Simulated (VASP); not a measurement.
Input of a VASP 6.6.1 run:

File INCAR:

```
PREC     = Accurate       # precision mode
ENCUT    = 520            # plane-wave cutoff, eV
EDIFF    = 1E-6           # SCF threshold, eV
ISMEAR   = -1             # smearing method
SIGMA    = 0.05           # smearing width, eV
LREAL    = F              # projectors in reciprocal space
LASPH    = T              # aspherical terms in the spheres
NELM     = 100            # most SCF steps
ALGO     = Normal         # electronic algorithm
ISIF     = 2              # what is computed and relaxed
LWAVE    = F              # write WAVECAR
LCHARG   = T              # write CHGCAR
GGA      = PS             # functional
LELF     = T              # ELF
LVHAR    = T            
NBANDS   = 11             # bands
```

File KPOINTS:

```
regular mesh
0
Gamma
  8 8 8
```

The input POSCAR:

```
Si
1.0
    0.0000000000      2.7035831784      2.7035831784
    2.7035831784      0.0000000000      2.7035831784
    2.7035831784      2.7035831784      0.0000000000
Si
2
Direct
    0.5000000000      0.5000000000      0.5000000000
    0.7500000000      0.7500000000      0.7500000000
```

Potentials or basis: VASP PAW PBE potentials, release 64 (Si).

Run with:

```sh
$ cat potpaw_PBE.64/Si/POTCAR > POTCAR
$ mpirun -np 1 vasp_std > vasp.out
```

Problem. Estimate the band gap on the k mesh.

Solution. 0.48 eV, indirect (least direct gap 2.52 eV).

Problem. Predict the pressure.

Solution. 1.5 GPa.

Caveat: the PAW data sets were made with another functional, which shifts forces and pressure a little. A k mesh can miss the band edges.
